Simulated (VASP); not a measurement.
# PC (Fd-3m) in VASP: single point with PBE

Aim: the single point of PC with PBE.

Program: VASP 6.6.1. These are calculated values, not measurements. Logs are shortened: lines on timing, memory, paths and dates and some standing lists are left out, and cuts for length are marked.

## Step 1: The cell of the first run

Symmetry: Fd-3m, No. 227, cubic system. Conventional cell: a = 5.474 Å, b = 5.474 Å, c = 5.474 Å, α = 90.00°, β = 90.00°, γ = 90.00°. P (site symmetry -43m) has 10 C at 2.37 to 2.74 Å and 4 P at 2.37 Å within 3.1 Å. C (site symmetry -43m) has 4 C at 2.37 Å and 10 P at 2.37 to 2.74 Å within 3.1 Å.

## Step 2: Single point, PBE

Contents of INCAR:

```
SYSTEM = PC
PREC = Accurate
ENCUT = 600
EDIFF = 1E-6
ISMEAR = 0
SIGMA = 0.2
LREAL = .False.
LASPH = .True.
NELM = 120
ALGO = Normal
ISIF = 2
LWAVE = .False.
LCHARG = .False.
GGA = PE
NBANDS = 17
GGA_COMPAT = .False.
```

Contents of KPOINTS:

```
regular mesh
0
Gamma
  5 5 5
  0 0 0
```

Contents of POSCAR:

```
PC
1.0
    0.0000000000      2.7371486402      2.7371486402
    2.7371486402      0.0000000000      2.7371486402
    2.7371486402      2.7371486402      0.0000000000
P C
2 2
Direct
    0.0000000000      0.0000000000      0.0000000000
    0.2500000000      0.2500000000      0.2500000000
    0.5000000000      0.5000000000      0.5000000000
    0.7500000000      0.7500000000      0.7500000000
```

Potentials or basis: VASP PAW PBE potentials, release 64 (P, C).

On the command line:

```
> cat potpaw_PBE.64/P/POTCAR potpaw_PBE.64/C/POTCAR > POTCAR
> mpirun -np 1 vasp_std > vasp.out
```

OUTCAR:

```text
SYSTEM = PC
   PREC = Accurate
   ENCUT = 600
   EDIFF = 1E-6
   ISMEAR = 0
   LREAL = .False.
   LASPH = .True.
   NELM = 120
   ISIF = 2
   GGA = PE

 ion  position               nearest neighbor table
   1  0.000  0.000  0.000-   4 2.37   4 2.37   4 2.37   2 2.37   2 2.37   2 2.37   4 2.37   2 2.37

   2  0.250  0.250  0.250-   1 2.37   1 2.37   1 2.37   3 2.37   3 2.37   3 2.37   3 2.37   1 2.37

   3  0.500  0.500  0.500-   2 2.37   2 2.37   2 2.37   2 2.37
   4  0.750  0.750  0.750-   1 2.37   1 2.37   1 2.37   1 2.37

  LATTYP: Found a face centered cubic cell.
 ALAT       =     5.4742972804

  Lattice vectors:

 A1 = (   0.0000000000,   2.7371486402,   2.7371486402)
 A2 = (   2.7371486402,   0.0000000000,   2.7371486402)
 A3 = (   2.7371486402,   2.7371486402,   0.0000000000)

Analysis of symmetry for initial positions (statically):
=====================================================================
 Subroutine PRICEL returns:
 Original cell was already a primitive cell.

 Routine SETGRP: Setting up the symmetry group for a
 face centered cubic supercell.

 Subroutine GETGRP returns: Found 48 space group operations
 (whereof 24 operations were pure point group operations)
 out of a pool of 48 trial point group operations.

The static configuration has the point symmetry T_d .
 The point group associated with its full space group is O_h .

Analysis of symmetry for dynamics (positions and initial velocities):
=====================================================================
 Subroutine PRICEL returns:
 Original cell was already a primitive cell.

 Routine SETGRP: Setting up the symmetry group for a
 face centered cubic supercell.

 Subroutine GETGRP returns: Found 48 space group operations
 (whereof 24 operations were pure point group operations)
 out of a pool of 48 trial point group operations.

The dynamic configuration has the point symmetry T_d .
 The point group associated with its full space group is O_h .

 Subroutine INISYM returns: Found 48 space group operations
 (whereof 24 operations are pure point group operations),
 and found     1 'primitive' translations

----------------------------------------------------------------------------------------

                                     Primitive cell

  volume of cell :      41.0133

  direct lattice vectors                    reciprocal lattice vectors
     0.000000000  2.737148640  2.737148640    -0.182671848  0.182671848  0.182671848
     2.737148640  0.000000000  2.737148640     0.182671848 -0.182671848  0.182671848
     2.737148640  2.737148640  0.000000000     0.182671848  0.182671848 -0.182671848

  length of vectors
     3.870912729  3.870912729  3.870912729     0.316396922  0.316396922  0.316396922

  position of ions in fractional coordinates (direct lattice)
     0.000000000  0.000000000  0.000000000
     0.250000000  0.250000000  0.250000000
     0.500000000  0.500000000  0.500000000
     0.750000000  0.750000000  0.750000000

  ion indices of the primitive-cell ions
   primitive index   ion index
                 1           1
                 2           2
                 3           3
                 4           4

----------------------------------------------------------------------------------------

 KPOINTS: regular mesh

Automatic generation of k-mesh.
 Grid dimensions read from file:
 generate k-points for:    5    5    5

 Generating k-lattice:

  Cartesian coordinates                     Fractional coordinates (reciprocal lattice)
    -0.036534370  0.036534370  0.036534370     0.200000000  0.000000000  0.000000000
     0.036534370 -0.036534370  0.036534370     0.000000000  0.200000000  0.000000000
     0.036534370  0.036534370 -0.036534370     0.000000000  0.000000000  0.200000000

  Length of vectors
     0.063279384  0.063279384  0.063279384

  Shift w.r.t. Gamma in fractional coordinates (k-lattice)
     0.000000000  0.000000000  0.000000000

 Subroutine IBZKPT returns following result:
 ===========================================

 Found     10 irreducible k-points:

 Following reciprocal coordinates:
            Coordinates               Weight
  0.000000  0.000000  0.000000      1.000000
  0.200000  0.000000  0.000000      8.000000
  0.400000  0.000000  0.000000      8.000000
  0.200000  0.200000  0.000000      6.000000
  0.400000  0.200000  0.000000     24.000000
 -0.400000  0.200000  0.000000     24.000000
 -0.200000  0.200000  0.000000     12.000000
  0.400000  0.400000  0.000000      6.000000
 -0.400000  0.400000  0.000000     12.000000
 -0.400000  0.400000  0.200000     24.000000
   k-points           NKPTS =     10   k-points in BZ     NKDIM =     10   number of bands    NBANDS=     17
   number of dos      NEDOS =    301   number of ions     NIONS =      4
   total plane-waves  NPLWV =  32768
   dimension x,y,z NGX =    32 NGY =   32 NGZ =   32
   dimension x,y,z NGXF=    64 NGYF=   64 NGZF=   64
   ions per type =               2   2
   NGX,Y,Z   is equivalent  to a cutoff of  13.74, 13.74, 13.74 a.u.
   NGXF,Y,Z  is equivalent  to a cutoff of  27.49, 27.49, 27.49 a.u.
 SYSTEM =  PC
   PREC   = accura    normal or accurate (medium, high low for compatibility)
   ISTART =      0    job   : 0-new  1-cont  2-samecut
   ICHARG =      2    charge: 1-file 2-atom 10-const
   ISPIN  =      1    spin polarized calculation?
   LNONCOLLINEAR =      F non collinear calculations
   LSORBIT =      F    spin-orbit coupling
   LASPH  =      T    aspherical Exc in radial PAW
   ENCUT  =  600.0 eV  44.10 Ry    6.64 a.u.   7.73  7.73  7.73*2*pi/ulx,y,z
   NELM   =    120;   NELMIN=  2; NELMDL= -5     # of ELM steps
   EDIFF  = 0.1E-05   stopping-criterion for ELM
   LREAL  =      F    real-space projection
   EDIFFG = 0.1E-04   stopping-criterion for IOM
   NSW    =      0    number of steps for IOM
   IBRION =     -1    ionic relax: 0-MD 1-quasi-New 2-CG
   NFREE  =      0    steps in history (QN), initial steepest desc. (CG)
   ISIF   =      2    stress and relaxation
   ISYM   =      2    0-nonsym 1-usesym 2-fastsym
   POTIM  = 0.5000    time-step for ionic-motion
   TEBEG  =    0.0;   TEEND  =   0.0 temperature during run
   PSTRESS=    0.0 pullay stress
   NELECT =      18.0000    total number of electrons
   NUPDOWN=      -1.0000    fix difference up-down
   EMIN   =  10.00;   EMAX   =-10.00  energy-range for DOS
   EFERMI =   0.00;   METHOD = LEGACY
   ISMEAR =     0;   SIGMA  =   0.20  broadening in eV -4-tet -1-fermi 0-gaus
   EFERMI_NEDOS =   21; number of points for ismear=-14 and -15
   IALGO  =     38    algorithm
   IMIX   =      4    mixing-type and parameters
     AMIX     =   0.40;   BMIX     =  1.00
     AMIX_MAG =   1.60;   BMIX_MAG =  1.00
  volume/ion in A,a.u.               =      10.25        69.19
  Fermi-wavevector in a.u.,A,eV,Ry     =   1.244106  2.351019 21.059084  1.547799
  Thomas-Fermi vector in A             =   2.378387
   LORBIT       =      0    0 simple, 1 ext, 2 COOP (PROOUT), +10 PAW based schemes
   GGA     = PE    functional components
   LHFCALC =     F    Hartree Fock is set to
   AEXX    =    0.0000 exact exchange contribution
   IVDW    =     0    specifies the selected vdW correction
   LEPSILON=     F    determine dielectric tensor
   LRPA    =     F    only Hartree local field effects (RPA)
 non-spin polarized calculation
 Gauss-broadening in eV      SIGMA  =   0.20
  energy-cutoff  :      600.00
  volume of cell :       41.01
 maximum number of plane-waves:      1386
   NGX = 15   NGY = 15   NGZ = 15

 number of electron      17.9999999 magnetization

 Free energy of the ion-electron system (eV)
  ---------------------------------------------------
  ext. energy  EPLUGINS =         0.00000000
  ---------------------------------------------------
  free energy    TOTEN  =       -19.33954023 eV

  energy without entropy =      -19.31244989  energy(sigma->0) =      -19.32599506

 E-fermi :   9.3682     XC(G=0): -12.1600

 val. band max:        9.2406787442   @ k =  -0.4000   0.2000   0.0000
 cond. band min:       9.8159159956   @ k =   0.2000   0.2000   0.0000
 fundamental gap:      0.5752372514
 Fermi energy:         9.3682030169

 k-point     1 :       0.0000    0.0000    0.0000
  band No.  band energies     occupation
      1      -8.0304      2.00000
      2       2.8587      2.00000
      3       2.9454      2.00000
      4       5.7549      2.00000
      5       5.7549      2.00000
      6       5.7549      2.00000
[... 9 lines left out ...]
     16      17.2622      0.00000
     17      17.2622      0.00000

 k-point     2 :       0.2000    0.0000    0.0000
  band No.  band energies     occupation
      1      -7.4912      2.00000
      2       0.3392      2.00000
      3       2.3536      2.00000
      4       4.6389      2.00000
      5       4.6389      2.00000
      6       4.6540      2.00000
[... 9 lines left out ...]
     16      16.5847      0.00000
     17      16.7813      0.00000

 k-point     3 :       0.4000    0.0000    0.0000
  band No.  band energies     occupation
      1      -5.9003      2.00000
      2      -3.1699      2.00000
      3       2.2652      2.00000
      4       3.1714      2.00000
      5       4.3571      2.00000
      6       4.3571      2.00000
[... 9 lines left out ...]
     16      16.2652      0.00000
     17      20.3357      0.00000

 k-point     4 :       0.2000    0.2000    0.0000
  band No.  band energies     occupation
      1      -7.3111      2.00000
      2       1.4900      2.00000
      3       1.5225      2.00000
      4       2.9096      2.00000
      5       3.1014      2.00000
      6       3.1014      2.00000
[... 9 lines left out ...]
     16      16.1817      0.00000
     17      16.1817      0.00000
[... 63 lines left out ...]
      1      -5.1721      2.00000
      2      -1.6896      2.00000
      3       0.3350      2.00000
      4       0.3359      2.00000
      5       1.6877      2.00000
      6       1.6877      2.00000
[... 9 lines left out ...]
     16      15.6307      0.00000
     17      17.7299      0.00000

 k-point     9 :      -0.4000    0.4000    0.0000
  band No.  band energies     occupation
      1      -3.3378      2.00000
      2      -3.2365      2.00000
      3      -2.2116      2.00000
      4       0.4966      2.00000
      5       1.8515      2.00000
      6       4.5050      2.00000
[... 9 lines left out ...]
     16      16.3617      0.00000
     17      20.6267      0.00000

 k-point    10 :      -0.4000    0.4000    0.2000
  band No.  band energies     occupation
      1      -4.4887      2.00000
      2      -1.9134      2.00000
      3      -1.7722      2.00000
      4      -0.8955      2.00000
      5       4.8009      2.00000
      6       4.9565      2.00000
[... 9 lines left out ...]
     16      15.9910      0.00000
     17      20.5345      0.00000

------------------------ aborting loop because EDIFF is reached ----------------------------------------

  FORCE on cell =-STRESS in cart. coord.  units (eV):
  Direction    XX          YY          ZZ          XY          YZ          ZX
  --------------------------------------------------------------------------------------
  -------------------------------------------------------------------------------------
  Total       -0.0789286     -0.0789286     -0.0789286      0.0000000      0.0000000      0.0000000
  in kB       -3.0833273     -3.0833273     -3.0833273      0.0000000      0.0000000      0.0000000
  external PRESSURE =      -3.0833273 kB  Pullay stress =       0.0000000 kB

 VOLUME and BASIS-vectors are now :
 -----------------------------------------------------------------------------
  energy-cutoff  :      600.00
  volume of cell :       41.01
      direct lattice vectors                 reciprocal lattice vectors
     0.000000000  2.737148640  2.737148640    -0.182671848  0.182671848  0.182671848
     2.737148640  0.000000000  2.737148640     0.182671848 -0.182671848  0.182671848
     2.737148640  2.737148640  0.000000000     0.182671848  0.182671848 -0.182671848

 POSITION                                       TOTAL-FORCE (eV/Angst)
 -----------------------------------------------------------------------------------
      0.00000      0.00000      0.00000         0.000000      0.000000     -0.000000
      1.36857      1.36857      1.36857        -0.000000     -0.000000      0.000000
      2.73715      2.73715      2.73715         0.000000      0.000000      0.000000
      4.10572      4.10572      4.10572        -0.000000     -0.000000     -0.000000
 -----------------------------------------------------------------------------------
    total drift:                                0.000000     -0.000000      0.000000

  FREE ENERGIE OF THE ION-ELECTRON SYSTEM (eV)
  ---------------------------------------------------
  free  energy   TOTEN  =       -19.3395402276 eV

  energy  without entropy=      -19.3124498868  energy(sigma->0) =      -19.32599506
```

Wall time 3.7 s (1 thread of Intel Xeon 6975P-C (Granite Rapids), shared host); peak memory 0.16 GiB.

What came out:

```yaml
Free_energy: -19.3395 eV
Pressure: -0.3 GPa
Band_gap_on_the_k_mesh: zero (band 9 reaches 10.54 eV, above the bottom of band 10 at 7.71 eV)
```

Caveat: the k points lie up to 0.40 Å⁻¹ apart.
